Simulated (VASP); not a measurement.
Input of a VASP 6.6.1 run:

Contents of INCAR:

```
ALGO = Normal
EDIFF = 1E-6
ENCUT = 520
GGA = CA
ISIF = 2
ISMEAR = -1
LASPH = T
LCHARG = T
LELF = T
LREAL = F
LVHAR = T
LWAVE = F
NBANDS = 17
NELM = 80
PREC = Accurate
SIGMA = 0.08
```

File KPOINTS:

```
k-points
0
Gamma
  12 12 12
```

POSCAR

```
PbS
1.0
    0.0000000000      2.7131642863      2.7131642863
    2.7131642863      0.0000000000      2.7131642863
    2.7131642863      2.7131642863      0.0000000000
Pb S
1 1
Direct
    0.0000000000      0.0000000000      0.0000000000
    0.5000000000      0.5000000000      0.5000000000
```

Potentials or basis: VASP PAW LDA potentials, release 64 (Pb_d, S).

Command:

```sh
$ cat potpaw_LDA.64/Pb_d/POTCAR potpaw_LDA.64/S/POTCAR > POTCAR
$ mpirun -np 1 vasp_std > vasp.out
```

(1) Estimate the band gap on the k mesh.

(2) Estimate the pressure.

Results:

(1) 0.32 eV.

(2) 23.3 GPa.

Caveat: the cell stands under pressure; spin-orbit coupling is left out, which moves the levels of the heavy elements.
